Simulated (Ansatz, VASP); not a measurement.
**Two plane-wave programs on TaAl2**

```xyz
3
Lattice="4.5041 0.0000 0.0000 -2.2521 3.9007 0.0000 0.0000 0.0000 2.7891" Properties=species:S:1:pos:R:3 pbc="T T T"
Ta    0.0000    0.0000    0.0000
Al    0.0000    2.6005    1.3945
Al    2.2521    1.3002    1.3945
```

Change from the starting cell: species swapped into the YbSi2 type (P6/mmm, No. 191).

Alike in both runs: functional PBE; k mesh 6 × 6 × 6; occupations gaussian, width 0.1 eV; no spin polarisation.

Ansatz relaxed the structure, and its values are those at the end. VASP's run is a single point on that final structure, the one shown.

|  | VASP | Ansatz |
| --- | --- | --- |
| version | VASP 6.6.1 | Ansatz 0.2.0 |
| potentials or method | VASP PAW PBE potentials, release 64 (Ta_pv, Al), cutoff 520 eV | scalar-relativistic, plane waves, PAW |
| valence electrons in the cell | 17 | 19 |

|  | VASP | Ansatz | Ansatz less VASP |
| --- | --- | --- | --- |
| gap on the k mesh at the Fermi level (eV) | none | none | - |
| pressure (GPa) | 0.0 | 0.0 | -0.02 |

A gap of «none» marks a metal or a gap that the smearing closes. VASP's potentials hold 17 valence electrons a cell and Ansatz's 19, so a difference there can come from the potentials and not from the codes.

The k mesh is coarse, so the values compare programs but aren't converged. Spin-orbit coupling is off throughout.
